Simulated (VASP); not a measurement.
# MgB2 (P6/mmm) in VASP: notebook

Runs on MgB2. Level: PBE. Tasks: single point.

All numbers are computed with VASP 6.6.1; they aren't measurements. Logs are shortened: lines on timing, memory, paths and dates and some standing lists are left out, and cuts for length are marked.

### 1 The cell of the first run

The structure is hexagonal, space group P6/mmm (No. 191). The conventional cell has a = 3.063 Å, b = 3.063 Å, c = 3.521 Å, α = 90.00°, β = 90.00°, γ = 120.00°. Mg (site symmetry 6/mmm) has 12 B at 2.50 Å and 6 Mg at 3.06 Å within 3.3 Å. Within 2.3 Å of B (site symmetry -6m2) lie 3 B at 1.77 Å.

### 2 Single point, PBE

The input, INCAR:

```
SYSTEM = MgB2
PREC = Accurate
ENCUT = 520
EDIFF = 1E-6
ISMEAR = 0
SIGMA = 0.1
LREAL = .FALSE.
LASPH = .TRUE.
NELM = 80
ALGO = Normal
ISIF = 2
LWAVE = .FALSE.
LCHARG = .FALSE.
GGA = PE
NBANDS = 11
```

The input, KPOINTS:

```
Automatic mesh
0
G
  6 6 6
  0 0 0
```

The input, POSCAR:

```
MgB2
1.0
    3.0627620649      0.0000000000      0.0000000000
   -1.5313810324      2.6524297539      0.0000000000
    0.0000000000      0.0000000000      3.5208704800
Mg B
1 2
Direct
    0.0000000000      0.0000000000      0.0000000000
    0.6666666700      0.3333333300      0.5000000000
    0.3333333300      0.6666666700      0.5000000000
```

Potentials or basis: VASP PAW PBE potentials, release 64 (Mg, B).

Launch:

```console
cat potpaw_PBE.64/Mg/POTCAR potpaw_PBE.64/B/POTCAR > POTCAR
mpirun -np 1 vasp_std > vasp.out
```

OUTCAR:

```text
SYSTEM = MgB2
   PREC = Accurate
   ENCUT = 520
   EDIFF = 1E-6
   ISMEAR = 0
   LREAL = .FALSE.
   LASPH = .TRUE.
   NELM = 80
   ISIF = 2
   GGA = PE

 ion  position               nearest neighbor table
   1  0.000  0.000  0.000-   2 2.50   3 2.50   2 2.50   3 2.50   3 2.50   3 2.50   2 2.50   2 2.50
                             2 2.50   2 2.50   3 2.50   3 2.50
   2  0.667  0.333  0.500-   3 1.77   3 1.77   3 1.77   1 2.50   1 2.50   1 2.50   1 2.50   1 2.50
                             1 2.50
   3  0.333  0.667  0.500-   2 1.77   2 1.77   2 1.77   1 2.50   1 2.50   1 2.50   1 2.50   1 2.50
                             1 2.50

  LATTYP: Found a hexagonal cell.
 ALAT       =     3.0627620649
 C/A-ratio  =     1.1495736219

  Lattice vectors:

 A1 = (   3.0627620649,   0.0000000000,   0.0000000000)
 A2 = (  -1.5313810324,   2.6524297539,   0.0000000000)
 A3 = (   0.0000000000,   0.0000000000,   3.5208704800)

Analysis of symmetry for initial positions (statically):
=====================================================================
 Subroutine PRICEL returns:
 Original cell was already a primitive cell.

 Routine SETGRP: Setting up the symmetry group for a
 hexagonal supercell.

 Subroutine GETGRP returns: Found 24 space group operations
 (whereof 24 operations were pure point group operations)
 out of a pool of 24 trial point group operations.

The static configuration has the point symmetry D_6h.

Analysis of symmetry for dynamics (positions and initial velocities):
=====================================================================
 Subroutine PRICEL returns:
 Original cell was already a primitive cell.

 Routine SETGRP: Setting up the symmetry group for a
 hexagonal supercell.

 Subroutine GETGRP returns: Found 24 space group operations
 (whereof 24 operations were pure point group operations)
 out of a pool of 24 trial point group operations.

The dynamic configuration has the point symmetry D_6h.

 Subroutine INISYM returns: Found 24 space group operations
 (whereof 24 operations are pure point group operations),
 and found     1 'primitive' translations

----------------------------------------------------------------------------------------

                                     Primitive cell

  volume of cell :      28.6027

  direct lattice vectors                    reciprocal lattice vectors
     3.062762065  0.000000000  0.000000000     0.326502673  0.188506406  0.000000000
    -1.531381032  2.652429754  0.000000000     0.000000000  0.377012812  0.000000000
     0.000000000  0.000000000  3.520870480     0.000000000  0.000000000  0.284020672

  length of vectors
     3.062762065  3.062762065  3.520870480     0.377012812  0.377012812  0.284020672

  position of ions in fractional coordinates (direct lattice)
     0.000000000  0.000000000  0.000000000
     0.666666670  0.333333330  0.500000000
     0.333333330  0.666666670  0.500000000

  ion indices of the primitive-cell ions
   primitive index   ion index
                 1           1
                 2           2
                 3           3

----------------------------------------------------------------------------------------

 KPOINTS: Automatic mesh

Automatic generation of k-mesh.
 Grid dimensions read from file:
 generate k-points for:    6    6    6

 Generating k-lattice:

  Cartesian coordinates                     Fractional coordinates (reciprocal lattice)
     0.054417112  0.031417734  0.000000000     0.166666667  0.000000000  0.000000000
     0.000000000  0.062835469  0.000000000     0.000000000  0.166666667  0.000000000
     0.000000000  0.000000000  0.047336779     0.000000000  0.000000000  0.166666667

  Length of vectors
     0.062835469  0.062835469  0.047336779

  Shift w.r.t. Gamma in fractional coordinates (k-lattice)
     0.000000000  0.000000000  0.000000000

 Subroutine IBZKPT returns following result:
 ===========================================

 Found     28 irreducible k-points:

 Following reciprocal coordinates:
            Coordinates               Weight
  0.000000  0.000000  0.000000      1.000000
  0.166667  0.000000  0.000000      6.000000
  0.333333  0.000000  0.000000      6.000000
  0.500000  0.000000  0.000000      3.000000
  0.166667  0.166667  0.000000      6.000000
  0.333333  0.166667  0.000000     12.000000
[... 16 lines left out ...]
  0.166667  0.000000  0.500000      6.000000
  0.333333  0.000000  0.500000      6.000000
 [... further k-points ...]
   k-points           NKPTS =     28   k-points in BZ     NKDIM =     28   number of bands    NBANDS=     11
   number of dos      NEDOS =    301   number of ions     NIONS =      3
   total plane-waves  NPLWV =  16128
   dimension x,y,z NGX =    24 NGY =   24 NGZ =   28
   dimension x,y,z NGXF=    48 NGYF=   48 NGZF=   56
   ions per type =               1   2
   NGX,Y,Z   is equivalent  to a cutoff of  13.03, 13.03, 13.22 a.u.
   NGXF,Y,Z  is equivalent  to a cutoff of  26.05, 26.05, 26.44 a.u.
 SYSTEM =  MgB2
   PREC   = accura    normal or accurate (medium, high low for compatibility)
   ISTART =      0    job   : 0-new  1-cont  2-samecut
   ICHARG =      2    charge: 1-file 2-atom 10-const
   ISPIN  =      1    spin polarized calculation?
   LNONCOLLINEAR =      F non collinear calculations
   LSORBIT =      F    spin-orbit coupling
   LASPH  =      T    aspherical Exc in radial PAW
   ENCUT  =  520.0 eV  38.22 Ry    6.18 a.u.   5.69  5.69  6.55*2*pi/ulx,y,z
   NELM   =     80;   NELMIN=  2; NELMDL= -5     # of ELM steps
   EDIFF  = 0.1E-05   stopping-criterion for ELM
   LREAL  =      F    real-space projection
   EDIFFG = 0.1E-04   stopping-criterion for IOM
   NSW    =      0    number of steps for IOM
   IBRION =     -1    ionic relax: 0-MD 1-quasi-New 2-CG
   NFREE  =      0    steps in history (QN), initial steepest desc. (CG)
   ISIF   =      2    stress and relaxation
   ISYM   =      2    0-nonsym 1-usesym 2-fastsym
   POTIM  = 0.5000    time-step for ionic-motion
   TEBEG  =    0.0;   TEEND  =   0.0 temperature during run
   PSTRESS=    0.0 pullay stress
   NELECT =       8.0000    total number of electrons
   NUPDOWN=      -1.0000    fix difference up-down
   EMIN   =  10.00;   EMAX   =-10.00  energy-range for DOS
   EFERMI =   0.00;   METHOD = LEGACY
   ISMEAR =     0;   SIGMA  =   0.10  broadening in eV -4-tet -1-fermi 0-gaus
   EFERMI_NEDOS =   21; number of points for ismear=-14 and -15
   IALGO  =     38    algorithm
   IMIX   =      4    mixing-type and parameters
     AMIX     =   0.40;   BMIX     =  1.00
     AMIX_MAG =   1.60;   BMIX_MAG =  1.00
  volume/ion in A,a.u.               =       9.53        64.34
  Fermi-wavevector in a.u.,A,eV,Ry     =   1.070621  2.023180 15.595397  1.146229
  Thomas-Fermi vector in A             =   2.206337
   LORBIT       =      0    0 simple, 1 ext, 2 COOP (PROOUT), +10 PAW based schemes
   GGA     = PE    functional components
   LHFCALC =     F    Hartree Fock is set to
   AEXX    =    0.0000 exact exchange contribution
   IVDW    =     0    specifies the selected vdW correction
   LEPSILON=     F    determine dielectric tensor
   LRPA    =     F    only Hartree local field effects (RPA)
 non-spin polarized calculation
 Gauss-broadening in eV      SIGMA  =   0.10
  energy-cutoff  :      520.00
  volume of cell :       28.60
 maximum number of plane-waves:       782
 NGX is ok and might be reduce to    24
   NGX = 11   NGY = 11   NGZ = 13

 number of electron       8.0000000 magnetization

 Free energy of the ion-electron system (eV)
  ---------------------------------------------------
  ext. energy  EPLUGINS =         0.00000000
  ---------------------------------------------------
  free energy    TOTEN  =       -15.32766637 eV

  energy without entropy =      -15.32436727  energy(sigma->0) =      -15.32601682

 E-fermi :   5.4108     XC(G=0): -10.9649

 val. band max:        5.2239671769   @ k =   0.1667   0.0000   0.5000
 cond. band min:       5.4115757543   @ k =   0.3333   0.1667   0.0000
 fundamental gap:      0.1876085774
 Fermi energy:         5.4108379771

 k-point     1 :       0.0000    0.0000    0.0000
  band No.  band energies     occupation
      1      -7.1178      2.00000
      2       2.3480      2.00000
      3       5.8124      0.00000
      4       5.8124      0.00000
      5       6.9446      0.00000
      6      11.8345      0.00000
      7      11.8345      0.00000
      8      13.7281      0.00000
      9      15.4947      0.00000
     10      18.2959      0.00000
     11      21.6069      0.00000

 k-point     2 :       0.1667    0.0000    0.0000
  band No.  band energies     occupation
      1      -6.6304      2.00000
      2       2.8233      2.00000
      3       3.7499      2.00000
      4       4.8884      2.00000
      5       7.3927      0.00000
      6      11.3641      0.00000
      7      13.7380      0.00000
      8      13.8713      0.00000
      9      14.5905      0.00000
     10      20.0920      0.00000
     11      20.4293      0.00000

 k-point     3 :       0.3333    0.0000    0.0000
  band No.  band energies     occupation
      1      -5.1928      2.00000
      2       0.2960      2.00000
      3       3.6908      2.00000
      4       4.1830      2.00000
      5       8.6001      0.00000
      6      10.5029      0.00000
      7      10.6178      0.00000
      8      14.0863      0.00000
      9      17.5758      0.00000
     10      18.6513      0.00000
     11      19.9038      0.00000

 k-point     4 :       0.5000    0.0000    0.0000
  band No.  band energies     occupation
      1      -3.1745      2.00000
      2      -2.4814      2.00000
      3       3.2388      2.00000
      4       5.5495      0.04988
      5       8.4567      0.00000
      6       9.3402      0.00000
      7      10.6702      0.00000
      8      12.5437      0.00000
      9      18.0727      0.00000
     10      19.1255      0.00000
     11      19.5694      0.00000

 k-point     5 :       0.1667    0.1667    0.0000
  band No.  band energies     occupation
      1      -5.6678      2.00000
      2       1.8391      2.00000
      3       2.8733      2.00000
      4       3.7517      2.00000
      5       8.3843      0.00000
      6      11.6514      0.00000
      7      12.5940      0.00000
      8      12.9884      0.00000
      9      16.3148      0.00000
     10      17.4088      0.00000
     11      19.0662      0.00000
[... 211 lines left out ...]
 k-point    21 :       0.3333    0.3333    0.3333
  band No.  band energies     occupation
      1      -1.2754      2.00000
      2      -1.2754      2.00000
      3      -0.0170      2.00000
      4       4.1076      2.00000
      5       4.1076      2.00000
      6       9.7528      0.00000
      7      16.2095      0.00000
      8      16.2095      0.00000
      9      17.0070      0.00000
     10      18.6713      0.00000
     11      18.6713      0.00000

 k-point    22 :       0.0000    0.0000    0.5000
  band No.  band energies     occupation
      1      -5.8364      2.00000
      2      -2.1486      2.00000
      3       6.1867      0.00000
      4       6.1867      0.00000
      5      12.1518      0.00000
      6      12.1518      0.00000
      7      13.4912      0.00000
      8      15.2834      0.00000
      9      15.5462      0.00000
     10      17.5032      0.00000
     11      17.5032      0.00000

 k-point    23 :       0.1667    0.0000    0.5000
  band No.  band energies     occupation
      1      -5.3936      2.00000
      2      -1.5927      2.00000
      3       4.2914      2.00000
      4       5.2240      1.99178
      5      10.6564      0.00000
      6      12.0254      0.00000
      7      14.1097      0.00000
      8      15.6559      0.00000
      9      16.1406      0.00000
     10      16.6656      0.00000
     11      16.9971      0.00000

 k-point    24 :       0.3333    0.0000    0.5000
  band No.  band energies     occupation
      1      -4.0762      2.00000
      2       0.0053      2.00000
      3       1.0475      2.00000
      4       3.9885      2.00000
      5       6.6817      0.00000
      6      11.4891      0.00000
      7      14.8390      0.00000
      8      14.9145      0.00000
      9      17.2598      0.00000
     10      18.1442      0.00000
     11      19.1322      0.00000

 [... further k-points ...]
[... 5 lines left out ...]
  --------------------------------------------------------------------------------------
  -------------------------------------------------------------------------------------
  Total        0.5478254      0.5478254     -0.3103566      0.0000000      0.0000000      0.0000000
  in kB       30.6863708     30.6863708    -17.3845853      0.0000000      0.0000000      0.0000000
  external PRESSURE =      14.6627188 kB  Pullay stress =       0.0000000 kB

 VOLUME and BASIS-vectors are now :
 -----------------------------------------------------------------------------
  energy-cutoff  :      520.00
  volume of cell :       28.60
      direct lattice vectors                 reciprocal lattice vectors
     3.062762065  0.000000000  0.000000000     0.326502673  0.188506406  0.000000000
    -1.531381032  2.652429754  0.000000000     0.000000000  0.377012812  0.000000000
     0.000000000  0.000000000  3.520870480     0.000000000  0.000000000  0.284020672

 POSITION                                       TOTAL-FORCE (eV/Angst)
 -----------------------------------------------------------------------------------
      0.00000      0.00000      0.00000         0.000000      0.000000      0.000000
      1.53138      0.88414      1.76044         0.000000      0.000000      0.000000
     -0.00000      1.76829      1.76044        -0.000000     -0.000000      0.000000
 -----------------------------------------------------------------------------------
    total drift:                                0.000000      0.000000      0.000000

  FREE ENERGIE OF THE ION-ELECTRON SYSTEM (eV)
  ---------------------------------------------------
  free  energy   TOTEN  =       -15.3276663696 eV

  energy  without entropy=      -15.3243672679  energy(sigma->0) =      -15.32601682
```

Wall time 3.9 s (1 thread of Intel Xeon 6975P-C (Granite Rapids), shared host); peak memory 0.14 GiB.

Results:

* Free energy: -15.3277 eV
* Pressure: 1.5 GPa
* Band gap on the k mesh: zero (band 4 reaches 7.16 eV, above the bottom of band 5 at 3.34 eV)

Levels at points of the mesh, in eV from the Fermi level:
| k point | band 2 | band 3 | band 4 | band 5 | band 6 | band 7 |
| --- | --- | --- | --- | --- | --- | --- |
| (0.00, 0.00, 0.00) | -3.06 | 0.40 | 0.40 | 1.53 | 6.42 | 6.42 |
| (0.50, 0.00, 0.00) | -7.89 | -2.17 | 0.14 | 3.05 | 3.93 | 5.26 |
| (0.00, 0.00, 0.50) | -7.56 | 0.78 | 0.78 | 6.74 | 6.74 | 8.08 |
| (0.50, 0.00, 0.50) | -6.99 | -3.64 | -1.89 | -1.34 | 5.84 | 8.88 |

Caveat: the k points lie up to 0.39 Å⁻¹ apart.

(Continued in part 2 of 2.)
